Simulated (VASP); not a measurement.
Wanted: the native input for a VASP 6.6.1 run.

| Property | Result |
| --- | --- |
| Task | single point |
| Functional | r2SCAN |
| Potentials or basis | VASP PAW PBE potentials, release 64 (Si, C) |
| Cutoff | 520 eV |
| k mesh | 9 × 9 × 4 |
| Occupations | fermi-dirac, width 0.02 eV |
| Spin | no spin polarisation |
| Dipole correction | no |
| Further INCAR settings | ALGO = Normal; EDIFF = 1e-06; NBANDS = 16 |

SiC:

```
CELL_PARAMETERS angstrom
2.85685 0.00000 0.00000
-1.42843 2.47411 0.00000
0.00000 0.00000 4.70199
ATOMIC_POSITIONS crystal
Si 0.00000 0.00000 0.00000
Si 0.00000 0.00000 0.50000
C 0.33333 0.66667 0.25000
C 0.66667 0.33333 0.75000
```

These files were run (other wordings do the same):

POSCAR

```
SiC
1.0
    2.8568528420      0.0000000000      0.0000000000
   -1.4284264210      2.4741071360      0.0000000000
    0.0000000000      0.0000000000      4.7019938879
Si C
2 2
Direct
    0.0000000000      0.0000000000      0.0000000000
    0.0000000000      0.0000000000      0.5000000000
    0.3333333333      0.6666666667      0.2500000000
    0.6666666667      0.3333333333      0.7500000000
```

INCAR.step1

```
PREC     = Accurate       # precision mode
ENCUT    = 520            # plane-wave cutoff, eV
ISMEAR   = -1             # smearing method
SIGMA    = 0.02           # smearing width, eV
LREAL    = F              # projectors in reciprocal space
LASPH    = T              # aspherical terms in the spheres
NELM     = 80             # most SCF steps
NBANDS   = 16             # bands
GGA      = PE             # functional
ALGO     = Normal         # electronic algorithm
EDIFF    = 1E-4           # SCF threshold, eV
LWAVE    = T              # write WAVECAR
LCHARG   = F              # write CHGCAR
```

INCAR.step2

```
PREC     = Accurate       # precision mode
ENCUT    = 520            # plane-wave cutoff, eV
EDIFF    = 1E-6           # SCF threshold, eV
ISMEAR   = -1             # smearing method
SIGMA    = 0.02           # smearing width, eV
LREAL    = F              # projectors in reciprocal space
LASPH    = T              # aspherical terms in the spheres
NELM     = 80             # most SCF steps
ALGO     = Normal         # electronic algorithm
ISIF     = 2              # what is computed and relaxed
LWAVE    = F              # write WAVECAR
LCHARG   = T              # write CHGCAR
METAGGA  = R2SCAN         # meta-GGA
LMIXTAU  = T            
LELF     = T              # ELF
LVHAR    = T            
NBANDS   = 16             # bands
ISTART   = 1
```

KPOINTS

```
Automatic mesh
0
Gamma
  9 9 4
```

Potentials or basis: VASP PAW PBE potentials, release 64 (Si, C).

Command:

```bash
$ cat potpaw_PBE.64/Si/POTCAR potpaw_PBE.64/C/POTCAR > POTCAR
$ cp INCAR.step1 INCAR
$ mpirun -np 1 vasp_std > vasp.out
$ cp INCAR.step2 INCAR
$ mpirun -np 1 vasp_std > vasp.out
```

It gave:

| Quantity | Value |
| --- | --- |
| Pressure | -0.1 GPa |
| Band gap on the k mesh | zero (band 8 reaches 12.37 eV, above the bottom of band 9 at 11.15 eV) |

Caveat: the PAW data sets were made with another functional, which shifts forces and pressure a little.

Wall time 51 s on 1 thread of AMD EPYC 9R45 96-Core Processor (Zen 5), on a shared host, peak memory 0.13 GiB.
